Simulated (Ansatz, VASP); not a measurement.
**OsPdC4N4: VASP beside Ansatz**

The input INCAR:

```
SYSTEM = OsPdC4N4
PREC = Accurate
ENCUT = 520
EDIFF = 1E-7
ISMEAR = 0
SIGMA = 0.1
LREAL = .FALSE.
LASPH = .TRUE.
NELM = 150
ALGO = Normal
ISIF = 2
LWAVE = .FALSE.
LCHARG = .TRUE.
ISPIN = 2
MAGMOM = 0 1 0 0 0 0 0 0 0 0
LORBIT = 11
LMAXMIX = 4
GGA = PE
LELF = .TRUE.
LVHAR = .TRUE.
NBANDS = 42
```

The input KPOINTS:

```
regular mesh
0
G
  4 4 4
  0 0 0
```

Contents of POSCAR:

```
OsPdC4N4
1.0
    5.8843539400      0.0000000000      0.0000000000
    0.0000000000      5.8843539400      0.0000000000
    0.0000000000      0.0000000000      5.8843539400
Pd Os C N
1 1 4 4
Direct
    0.5000000000      0.5000000000      0.5000000000
    0.0000000000      0.0000000000      0.0000000000
    0.1860282600      0.1860282600      0.1860282600
    0.1860282600      0.8139717400      0.8139717400
    0.8139717400      0.1860282600      0.8139717400
    0.8139717400      0.8139717400      0.1860282600
    0.3008241800      0.3008241800      0.3008241800
    0.3008241800      0.6991758200      0.6991758200
    0.6991758200      0.3008241800      0.6991758200
    0.6991758200      0.6991758200      0.3008241800
```

Input for Ansatz:

```yaml
crystal:
  lattice:
    - [5.88435394, 0.0, 0.0]
    - [0.0, 5.88435394, 0.0]
    - [0.0, 0.0, 5.88435394]
  atoms:
    - { symbol: Pd, position: [0.5, 0.5, 0.5] }
    - { symbol: Os, position: [0.0, 0.0, 0.0], spin: 1.0 }
    - { symbol: C, position: [0.18602826, 0.18602826, 0.18602826] }
    - { symbol: C, position: [0.18602826, 0.81397174, 0.81397174] }
    - { symbol: C, position: [0.81397174, 0.18602826, 0.81397174] }
    - { symbol: C, position: [0.81397174, 0.81397174, 0.18602826] }
    - { symbol: "N", position: [0.30082418, 0.30082418, 0.30082418] }
    - { symbol: "N", position: [0.30082418, 0.69917582, 0.69917582] }
    - { symbol: "N", position: [0.69917582, 0.30082418, 0.69917582] }
    - { symbol: "N", position: [0.69917582, 0.69917582, 0.30082418] }
basis:
  ecutwfc: 420
kpoints:
  mp_grid: { grid: [4, 4, 4] }
hamiltonian:
  xc: pbe
scf:
  occupations: { method: gaussian, width: 0.1 }
  lower_state_search: "off"
output:
  forces: true
  stress: true
  eigenvalues: true
  populations: true
magnetization:
  spin_polarized: true
```

Alike in both runs: task single point; functional PBE; k mesh 4 × 4 × 4; occupations gaussian, width 0.1 eV; collinear spin.

|  | VASP | Ansatz |
| --- | --- | --- |
| version | VASP 6.6.1 | Ansatz 0.2.0 |
| potentials or method | VASP PAW PBE potentials, release 64 (Pd, Os, C, N), cutoff 520 eV | scalar-relativistic, plane waves, PAW |
| valence electrons in the cell | 54 | 70 |

Ansatz gave:

```
gap on the k mesh at the Fermi level (eV) : 0.37
least direct gap on the mesh (eV)         : 0.58
pressure (GPa)                            : 4.4
rms of the force components (eV/Å)        : 0.646
net moment per atom (μB)                  : 0.00
```

Problem. Estimate VASP's values.

Solution. gap on the k mesh at the Fermi level (eV): 0.36; least direct gap on the mesh (eV): 0.57; pressure (GPa): 5.0; rms of the force components (eV/Å): 0.790; net moment per atom (μB): 0.00.

Atom by atom the forces differ by 0.148 eV/Å (rms over components). The functional is the same, so the differences come from potentials, cutoffs and numerics. VASP's potentials hold 54 valence electrons a cell and Ansatz's 70, so a difference there can come from the potentials and not from the codes. Ansatz's warnings: seeded moment not kept.

Neither program's run includes spin-orbit coupling. Noted on VASP's run: the standard files for N, O and F lose accuracy on very short bonds.
